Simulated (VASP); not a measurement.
SrO (qrp), 2 atoms in the cell. Symmetry: Fm-3m, No. 225, cubic system. Conventional cell: a = 5.257 Å, b = 5.257 Å, c = 5.257 Å, α = 90.00°, β = 90.00°, γ = 90.00°. Sr (site symmetry m-3m) has 6 O at 2.63 Å within 3.5 Å. Within 3.5 Å of O (site symmetry m-3m) lie 6 Sr at 2.63 Å. 

```yaml
Program: VASP 6.6.1
Task: relaxation of cell and atoms
Functional: RPBE
Potentials_or_basis: VASP PAW PBE potentials, release 64 (Sr_sv, O)
Cutoff: 600 eV
k_mesh: 8 × 8 × 8
Occupations: gaussian, width 0.01 eV
Spin: no spin polarisation
Dipole_correction: no
Further_INCAR_settings: ALGO = Normal; EDIFF = 1e-07; IBRION = 2; EDIFFG = -0.001; NSW = 80; ISIF = 3
```

Potentials or basis: VASP PAW PBE potentials, release 64 (Sr_sv, O).

Launch:

```console
$ cat potpaw_PBE.64/Sr_sv/POTCAR potpaw_PBE.64/O/POTCAR > POTCAR
$ mpirun -np 1 vasp_std > vasp.out
```

Hardware: 1 thread of Intel Xeon 8259CL (shared host).

Task: Estimate the wall time of this run.

Result: Wall time 68 s on 1 thread of Intel Xeon 8259CL, with other jobs on the host, peak memory 0.18 GiB. Counts: scf iterations 32, k points 29, ion steps 3.
